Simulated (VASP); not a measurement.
C:

```
C
1.0
     2.52210    0.00000    0.00000
    -1.26105    2.18420    0.00000
     0.00000    0.00000    8.23710
C
8
Direct
  0.66667 0.33333 0.84375
  0.33333 0.66667 0.34375
  0.66667 0.33333 0.65625
  0.33333 0.66667 0.15625
  0.00000 0.00000 0.90625
  0.00000 0.00000 0.40625
  0.00000 0.00000 0.59375
  0.00000 0.00000 0.09375
```

| Quantity | Value |
| --- | --- |
| Program | VASP 6.6.1 |
| Task | relaxation of cell and atoms |
| Functional | r2SCAN |
| Potentials or basis | VASP PAW PBE potentials, release 64 (C) |
| Cutoff | 600 eV |
| k mesh | 12 × 12 × 4 |
| Occupations | fermi-dirac, width 0.05 eV |
| Spin | no spin polarisation |

At the start: pressure -1.6 GPa; volume 5.67 Å³/atom.

Question: How do energy, volume and symmetry change on relaxing?

Answer: Over 8 steps the energy falls by 2.8 meV/atom and the volume is 5.65 Å³/atom (-0.4 %); space group P6_3/mmc (No. 194, to 0.1 Å) before and after.

The path:
```tsv
step	energy change (eV)	largest force (eV/Å)	pressure (GPa)	volume (Å³)
1	0.0000	0.3604	-1.60	45.38
2	0.0189	0.5774	2.38	45.00
3	-0.0219	0.0390	-0.15	45.22
4	-0.0219	0.0304	-0.18	45.22
5	-0.0219	0.0496	0.15	45.19
6	-0.0221	0.0104	-0.01	45.21
7	-0.0221	0.0156	0.01	45.20
8	-0.0221	0.0028	0.00	45.20
```

Final structure:
```cif
data_structure
_symmetry_space_group_name_H-M 'P 1'
_symmetry_Int_Tables_number 1
_cell_length_a 2.5105
_cell_length_b 2.5105
_cell_length_c 8.2821
_cell_angle_alpha 90.000
_cell_angle_beta 90.000
_cell_angle_gamma 120.000
_cell_volume 45.20
loop_
_atom_site_label
_atom_site_type_symbol
_atom_site_fract_x
_atom_site_fract_y
_atom_site_fract_z
_atom_site_occupancy
C1 C 0.66667 0.33333 0.84448 1
C2 C 0.33333 0.66667 0.34448 1
C3 C 0.66667 0.33333 0.65552 1
C4 C 0.33333 0.66667 0.15552 1
C5 C 0.00000 0.00000 0.90706 1
C6 C 0.00000 0.00000 0.40706 1
C7 C 0.00000 0.00000 0.59294 1
C8 C 0.00000 0.00000 0.09294 1
```

Caveat: the PAW data sets were made with another functional, which shifts forces and pressure a little.
